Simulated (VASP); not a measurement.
# Sn (Im-3m) in VASP: notebook

Runs on Sn. Level: PBEsol+D3(BJ). Tasks: single point.

All numbers are computed with VASP 6.6.1; they aren't measurements. Logs are shortened: lines on timing, memory, paths and dates and some standing lists are left out, and cuts for length are marked.

### 1 The cell of the first run

Symmetry: Im-3m, No. 229, cubic system. The conventional cell has a = 3.789 Å, b = 3.789 Å, c = 3.789 Å, α = 90.00°, β = 90.00°, γ = 90.00°. Within 4.3 Å of Sn (site symmetry m-3m) lie 14 Sn at 3.28 to 3.79 Å.

### 2 Single point, PBEsol+D3(BJ)

INCAR

```
SYSTEM = Sn
ALGO = Normal ; EDIFF = 1E-7
ENCUT = 520 ; GGA = PS
ISIF = 2 ; ISMEAR = 0
IVDW = 12 ; LASPH = .True.
LCHARG = .False. ; LREAL = .False.
LWAVE = .False. ; NBANDS = 13
NELM = 100 ; PREC = Accurate
SIGMA = 0.15
```

KPOINTS

```
k-points
0
Gamma
  18 18 18
  0 0 0
```

POSCAR

```
Sn
1.0
   -1.8946518192      1.8946518192      1.8946518192
    1.8946518192     -1.8946518192      1.8946518192
    1.8946518192      1.8946518192     -1.8946518192
Sn
1
Direct
    0.0000000000      0.0000000000      0.0000000000
```

Potentials or basis: VASP PAW PBE potentials, release 64 (Sn_d).

On the command line:

```sh
$ cat potpaw_PBE.64/Sn_d/POTCAR > POTCAR
$ mpirun -np 1 vasp_std > vasp.out
```

OUTCAR:

```text
SYSTEM = Sn
   EDIFF = 1E-7
   ENCUT = 520
   GGA = PS
   ISIF = 2
   ISMEAR = 0
   IVDW = 12
   LASPH = .True.
   LREAL = .False.
   NELM = 100
   PREC = Accurate
 IVDW          = 12

 ion  position               nearest neighbor table
   1  0.000  0.000  0.000-

  LATTYP: Found a body centered cubic cell.
 ALAT       =     3.7893036384

  Lattice vectors:

 A1 = (  -1.8946518192,   1.8946518192,   1.8946518192)
 A2 = (   1.8946518192,  -1.8946518192,   1.8946518192)
 A3 = (   1.8946518192,   1.8946518192,  -1.8946518192)

Analysis of symmetry for initial positions (statically):
=====================================================================
 Subroutine PRICEL returns:
 Original cell was already a primitive cell.

 Routine SETGRP: Setting up the symmetry group for a
 body centered cubic supercell.

 Subroutine GETGRP returns: Found 48 space group operations
 (whereof 48 operations were pure point group operations)
 out of a pool of 48 trial point group operations.

The static configuration has the point symmetry O_h .

Analysis of symmetry for dynamics (positions and initial velocities):
=====================================================================
 Subroutine PRICEL returns:
 Original cell was already a primitive cell.

 Routine SETGRP: Setting up the symmetry group for a
 body centered cubic supercell.

 Subroutine GETGRP returns: Found 48 space group operations
 (whereof 48 operations were pure point group operations)
 out of a pool of 48 trial point group operations.

The dynamic configuration has the point symmetry O_h .

 Subroutine INISYM returns: Found 48 space group operations
 (whereof 48 operations are pure point group operations),
 and found     1 'primitive' translations

----------------------------------------------------------------------------------------

                                     Primitive cell

  volume of cell :      27.2050

  direct lattice vectors                    reciprocal lattice vectors
    -1.894651819  1.894651819  1.894651819     0.000000000  0.263900731  0.263900731
     1.894651819 -1.894651819  1.894651819     0.263900731  0.000000000  0.263900731
     1.894651819  1.894651819 -1.894651819     0.263900731  0.263900731  0.000000000

  length of vectors
     3.281633214  3.281633214  3.281633214     0.373211993  0.373211993  0.373211993

  position of ions in fractional coordinates (direct lattice)
     0.000000000  0.000000000  0.000000000

  ion indices of the primitive-cell ions
   primitive index   ion index
                 1           1

----------------------------------------------------------------------------------------

 KPOINTS: k-points

Automatic generation of k-mesh.
 Grid dimensions read from file:
 generate k-points for:   18   18   18

 Generating k-lattice:

  Cartesian coordinates                     Fractional coordinates (reciprocal lattice)
     0.000000000  0.014661152  0.014661152     0.055555556  0.000000000  0.000000000
     0.014661152  0.000000000  0.014661152     0.000000000  0.055555556  0.000000000
     0.014661152  0.014661152  0.000000000     0.000000000  0.000000000  0.055555556

  Length of vectors
     0.020734000  0.020734000  0.020734000

  Shift w.r.t. Gamma in fractional coordinates (k-lattice)
     0.000000000  0.000000000  0.000000000

 Subroutine IBZKPT returns following result:
 ===========================================

 Found    195 irreducible k-points:

 Following reciprocal coordinates:
            Coordinates               Weight
  0.000000  0.000000  0.000000      1.000000
  0.055556  0.000000  0.000000     12.000000
  0.111111  0.000000  0.000000     12.000000
  0.166667  0.000000  0.000000     12.000000
  0.222222  0.000000  0.000000     12.000000
  0.277778  0.000000  0.000000     12.000000
[... 16 lines left out ...]
  0.333333  0.111111 -0.000000     48.000000
  0.388889  0.111111  0.000000     48.000000
 [... further k-points ...]
   k-points           NKPTS =    195   k-points in BZ     NKDIM =    195   number of bands    NBANDS=     13
   number of dos      NEDOS =    301   number of ions     NIONS =      1
   total plane-waves  NPLWV =  13824
   dimension x,y,z NGX =    24 NGY =   24 NGZ =   24
   dimension x,y,z NGXF=    48 NGYF=   48 NGZF=   48
   ions per type =               1
   NGX,Y,Z   is equivalent  to a cutoff of  12.16, 12.16, 12.16 a.u.
   NGXF,Y,Z  is equivalent  to a cutoff of  24.32, 24.32, 24.32 a.u.
 SYSTEM =  Sn
   PREC   = accura    normal or accurate (medium, high low for compatibility)
   ISTART =      0    job   : 0-new  1-cont  2-samecut
   ICHARG =      2    charge: 1-file 2-atom 10-const
   ISPIN  =      1    spin polarized calculation?
   LNONCOLLINEAR =      F non collinear calculations
   LSORBIT =      F    spin-orbit coupling
   LASPH  =      T    aspherical Exc in radial PAW
   ENCUT  =  520.0 eV  38.22 Ry    6.18 a.u.   6.10  6.10  6.10*2*pi/ulx,y,z
   NELM   =    100;   NELMIN=  2; NELMDL= -5     # of ELM steps
   EDIFF  = 0.1E-06   stopping-criterion for ELM
   LREAL  =      F    real-space projection
   EDIFFG = 0.1E-05   stopping-criterion for IOM
   NSW    =      0    number of steps for IOM
   IBRION =     -1    ionic relax: 0-MD 1-quasi-New 2-CG
   NFREE  =      0    steps in history (QN), initial steepest desc. (CG)
   ISIF   =      2    stress and relaxation
   ISYM   =      2    0-nonsym 1-usesym 2-fastsym
   POTIM  = 0.5000    time-step for ionic-motion
   TEBEG  =    0.0;   TEEND  =   0.0 temperature during run
   PSTRESS=    0.0 pullay stress
   NELECT =      14.0000    total number of electrons
   NUPDOWN=      -1.0000    fix difference up-down
   EMIN   =  10.00;   EMAX   =-10.00  energy-range for DOS
   EFERMI =   0.00;   METHOD = LEGACY
   ISMEAR =     0;   SIGMA  =   0.15  broadening in eV -4-tet -1-fermi 0-gaus
   EFERMI_NEDOS =   21; number of points for ismear=-14 and -15
   IALGO  =     38    algorithm
   IMIX   =      4    mixing-type and parameters
     AMIX     =   0.40;   BMIX     =  1.00
     AMIX_MAG =   1.60;   BMIX_MAG =  1.00
  volume/ion in A,a.u.               =      27.20       183.59
  Fermi-wavevector in a.u.,A,eV,Ry     =   1.311902  2.479136 23.416813  1.721087
  Thomas-Fermi vector in A             =   2.442332
   LORBIT       =      0    0 simple, 1 ext, 2 COOP (PROOUT), +10 PAW based schemes
   GGA     = PS    functional components
   LHFCALC =     F    Hartree Fock is set to
   AEXX    =    0.0000 exact exchange contribution
   IVDW    =    12    specifies the selected vdW correction
   LEPSILON=     F    determine dielectric tensor
   LRPA    =     F    only Hartree local field effects (RPA)
 non-spin polarized calculation
 Gauss-broadening in eV      SIGMA  =   0.15
  energy-cutoff  :      520.00
  volume of cell :       27.20
 maximum number of plane-waves:       746
   NGX = 13   NGY = 13   NGZ = 13

 number of electron      13.9999996 magnetization

 Free energy of the ion-electron system (eV)
  ---------------------------------------------------
  ext. energy  EPLUGINS =         0.00000000
  ---------------------------------------------------
  free energy    TOTEN  =        -4.22584996 eV

  energy without entropy =       -4.21840502  energy(sigma->0) =       -4.22212749

 E-fermi :   7.9073     XC(G=0): -10.5009

 val. band max:        7.8827780976   @ k =  -0.3889   0.5000   0.1667
 cond. band min:       7.9747695927   @ k =   0.2778   0.2222   0.0000
 fundamental gap:      0.0919914951
 Fermi energy:         7.9072553100

 k-point     1 :       0.0000    0.0000    0.0000
  band No.  band energies     occupation
      1     -13.5263      2.00000
      2     -13.5263      2.00000
      3     -13.5263      2.00000
      4     -13.3868      2.00000
      5     -13.3868      2.00000
      6      -3.1743      2.00000
      7      15.8592      0.00000
      8      15.8592      0.00000
      9      15.8592      0.00000
     10      20.0369      0.00000
     11      20.0369      0.00000
     12      20.0369      0.00000
     13      20.6638      0.00000

 k-point     2 :       0.0556    0.0000    0.0000
  band No.  band energies     occupation
      1     -13.5277      2.00000
      2     -13.5243      2.00000
      3     -13.5198      2.00000
      4     -13.3884      2.00000
      5     -13.3870      2.00000
      6      -3.1071      2.00000
      7      15.2497      0.00000
      8      15.5808      0.00000
      9      15.7698      0.00000
     10      19.1631      0.00000
     11      19.4064      0.00000
     12      19.8640      0.00000
     13      21.0357      0.00000

 k-point     3 :       0.1111    0.0000    0.0000
  band No.  band energies     occupation
      1     -13.5318      2.00000
      2     -13.5186      2.00000
      3     -13.5008      2.00000
      4     -13.3927      2.00000
      5     -13.3876      2.00000
      6      -2.9052      2.00000
      7      13.8061      0.00000
      8      14.9299      0.00000
      9      15.5087      0.00000
     10      18.2964      0.00000
     11      18.6504      0.00000
     12      19.6778      0.00000
     13      21.4405      0.00000

 k-point     4 :       0.1667    0.0000    0.0000
  band No.  band energies     occupation
      1     -13.5379      2.00000
      2     -13.5110      2.00000
      3     -13.4715      2.00000
      4     -13.3986      2.00000
      5     -13.3884      2.00000
      6      -2.5684      2.00000
      7      12.0661      0.00000
      8      14.1648      0.00000
      9      15.1164      0.00000
     10      17.6140      0.00000
     11      17.9889      0.00000
     12      19.7251      0.00000
     13      21.7097      0.00000

 k-point     5 :       0.2222    0.0000    0.0000
  band No.  band energies     occupation
      1     -13.5454      2.00000
      2     -13.5041      2.00000
      3     -13.4353      2.00000
      4     -13.4037      2.00000
      5     -13.3894      2.00000
      6      -2.0970      2.00000
      7      10.2831      0.00000
      8      13.4222      0.00000
      9      14.6670      0.00000
     10      17.0612      0.00000
     11      17.4315      0.00000
     12      20.0179      0.00000
     13      22.0191      0.00000
[... 257 lines left out ...]
 k-point    22 :       0.2778    0.1111   -0.0000
  band No.  band energies     occupation
      1     -13.5511      2.00000
      2     -13.4977      2.00000
      3     -13.4074      2.00000
      4     -13.3943      2.00000
      5     -13.3594      2.00000
      6      -0.5635      2.00000
      7       7.0574      2.00000
      8      10.7952      0.00000
      9      13.0901      0.00000
     10      16.9532      0.00000
     11      18.6344      0.00000
     12      20.1944      0.00000
     13      24.0846      0.00000

 k-point    23 :       0.3333    0.1111   -0.0000
  band No.  band energies     occupation
      1     -13.5564      2.00000
      2     -13.4979      2.00000
      3     -13.4029      2.00000
      4     -13.3953      2.00000
      5     -13.3351      2.00000
      6       0.2717      2.00000
      7       5.6042      2.00000
      8      10.4025      0.00000
      9      12.7951      0.00000
     10      16.7123      0.00000
     11      18.5289      0.00000
     12      20.7830      0.00000
     13      24.0110      0.00000

 k-point    24 :       0.3889    0.1111    0.0000
  band No.  band energies     occupation
      1     -13.5599      2.00000
      2     -13.4993      2.00000
      3     -13.3987      2.00000
      4     -13.3959      2.00000
      5     -13.3192      2.00000
      6       1.1412      2.00000
      7       4.3569      2.00000
      8      10.1670      0.00000
      9      12.6140      0.00000
     10      16.5672      0.00000
     11      18.4295      0.00000
     12      21.5309      0.00000
     13      23.4194      0.00000

 [... further k-points ...]

------------------------ aborting loop because EDIFF is reached ----------------------------------------

 Edisp (eV)   -0.38882

 E8    (eV) :    -0.2741

  FORCE on cell =-STRESS in cart. coord.  units (eV):
  Direction    XX          YY          ZZ          XY          YZ          ZX
  --------------------------------------------------------------------------------------
  -------------------------------------------------------------------------------------
  Total      -0.74437    -0.74437    -0.74437     0.00000     0.00000     0.00000
  in kB     -43.83827   -43.83827   -43.83827     0.00000     0.00000     0.00000
  external pressure =      -43.84 kB  Pullay stress =        0.00 kB

 VOLUME and BASIS-vectors are now :
 -----------------------------------------------------------------------------
  energy-cutoff  :      520.00
  volume of cell :       27.20
      direct lattice vectors                 reciprocal lattice vectors
    -1.894651819  1.894651819  1.894651819     0.000000000  0.263900731  0.263900731
     1.894651819 -1.894651819  1.894651819     0.263900731  0.000000000  0.263900731
     1.894651819  1.894651819 -1.894651819     0.263900731  0.263900731  0.000000000

 POSITION                                       TOTAL-FORCE (eV/Angst)
 -----------------------------------------------------------------------------------
      0.00000      0.00000      0.00000         0.000000      0.000000      0.000000
 -----------------------------------------------------------------------------------
    total drift:                               -0.000000      0.000000      0.000000

  FREE ENERGIE OF THE ION-ELECTRON SYSTEM (eV)
  ---------------------------------------------------
  free  energy   TOTEN  =        -4.6146741332 eV

  energy  without entropy=       -4.6072291944  energy(sigma->0) =       -4.61095166
```

Run time: 28 s. Hardware: 1 thread of Intel Xeon 6975P-C, shared host; peak memory 0.2 GiB.

What came out:

```yaml
Free_energy: -4.6147 eV
Pressure: -4.4 GPa
Band_gap_on_the_k_mesh: zero (band 7 reaches 15.86 eV, above the bottom of band 8 at 5.45 eV)
Dispersion_energy_per_atom: -0.389 eV
```

Levels at points of the mesh, in eV from the Fermi level:
```tsv
k point	band 5	band 6	band 7	band 8	band 9	band 10
(0.00, 0.00, 0.00)	-21.29	-11.08	7.95	7.95	7.95	12.13
(0.50, 0.00, 0.00)	-21.21	-6.41	-4.41	3.61	5.44	7.96
(0.50, 0.50, 0.50)	-21.23	-2.49	-0.47	-0.47	-0.47	3.85
```

Caveat: the PAW data sets were made with another functional, which shifts forces and pressure a little; spin-orbit coupling is left out, which moves the levels of the heavy elements; pairwise dispersion overbinds metals, which lowers pressure and volume.

### 3 Single point, PBEsol+D3(BJ)

INCAR

```
ALGO = Fast
EDIFF = 1E-7
ENCUT = 520
GGA = PS
ISIF = 2
ISMEAR = 0
IVDW = 12
LASPH = True
LCHARG = False
LREAL = False
LWAVE = False
NBANDS = 13
NELM = 80
PREC = Accurate
SIGMA = 0.15
```

KPOINTS

```
k-points
0
Gamma
  20 20 20
```

POSCAR is that of step 2.

Potentials or basis: VASP PAW PBE potentials, release 64 (Sn_d).

On the command line:

```sh
$ cat potpaw_PBE.64/Sn_d/POTCAR > POTCAR
$ mpirun -np 1 vasp_std > vasp.out
```

It took 52 s on 1 thread of Intel Xeon 6975P-C, shared host; peak memory 0.21 GiB.

The run converged. Its results:

- Free energy: -4.6147 eV
- Pressure: -4.6 GPa
- Band gap on the k mesh: zero (band 7 reaches 15.86 eV, above the bottom of band 8 at 5.47 eV)
- Dispersion energy per atom: -0.389 eV

Levels at points of the mesh, in eV from the Fermi level:
| k point | band 3 | band 4 | band 5 | band 6 | band 7 | band 8 | band 9 | band 10 | band 11 | band 12 |
| --- | --- | --- | --- | --- | --- | --- | --- | --- | --- | --- |
| (0.00, 0.00, 0.00) | -21.44 | -21.30 | -21.30 | -11.08 | 7.95 | 7.95 | 7.95 | 12.13 | 12.13 | 12.13 |
| (0.50, 0.00, 0.00) | -21.31 | -21.31 | -21.22 | -6.42 | -4.41 | 3.61 | 5.44 | 7.96 | 8.27 | 14.97 |
| (0.50, 0.50, 0.50) | -21.24 | -21.24 | -21.24 | -2.49 | -0.47 | -0.47 | -0.47 | 3.85 | 3.85 | 18.23 |

Caveat: the PAW data sets were made with another functional, which shifts forces and pressure a little; spin-orbit coupling is left out, which moves the levels of the heavy elements; pairwise dispersion overbinds metals, which lowers pressure and volume.
